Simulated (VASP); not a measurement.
Wanted: the native input for a VASP 6.6.1 run.

* Task: single point
* Functional: PBE
* Potentials or basis: VASP PAW PBE potentials, release 64 (Ti_sv)
* Cutoff: 520 eV
* k mesh: 14 × 14 × 8
* Occupations: gaussian, width 0.1 eV
* Spin: no spin polarisation
* Dipole correction: no
* Further INCAR settings: ALGO = Fast; EDIFF = 1e-06; NBANDS = 19

The structure of Ti lies in POSCAR:

```
Ti
1.0
    3.0141603139      0.0055164960      0.0000000000
   -1.5023027313      2.6130994647      0.0000000000
    0.0000000000      0.0000000000      4.6524013800
Ti
2
Direct
    0.3392046962      0.6607953038      0.2500000000
    0.6607953038      0.3392046962      0.7500000000
```

This cell differs from its parent crystal: strained and its atoms moved.

The input as run:

INCAR

```
SYSTEM = Ti
PREC     = Accurate       ! precision mode
ENCUT    = 520            ! plane-wave cutoff, eV
EDIFF    = 1E-6           ! SCF threshold, eV
ISMEAR   = 0              ! smearing method
SIGMA    = 0.1            ! smearing width, eV
LREAL    = .FALSE.        ! projectors in reciprocal space
LASPH    = .TRUE.         ! aspherical terms in the spheres
NELM     = 100            ! most SCF steps
ALGO     = Fast           ! electronic algorithm
ISIF     = 2              ! what is computed and relaxed
LWAVE    = .FALSE.        ! write WAVECAR
LCHARG   = .FALSE.        ! write CHGCAR
GGA      = PE             ! functional
NBANDS   = 19             ! bands
```

KPOINTS

```
Automatic mesh
0
G
  14 14 8
  0 0 0
```

Potentials or basis: VASP PAW PBE potentials, release 64 (Ti_sv).

Command:

```console
$ cat potpaw_PBE.64/Ti_sv/POTCAR > POTCAR
$ mpirun -np 1 vasp_std > vasp.out
```

It gave:

The pressure is -5.7 GPa and the largest force is 0.116 eV/Å. The band gap on the k mesh is zero (band 12 reaches 8.49 eV, above the bottom of band 13 at 7.47 eV).

Caveat: the cell differs from its parent crystal (strained and its atoms moved).

Wall time 5.1 min on 1 thread of Intel Xeon 6975P-C, with other jobs on the host, peak memory 0.28 GiB.
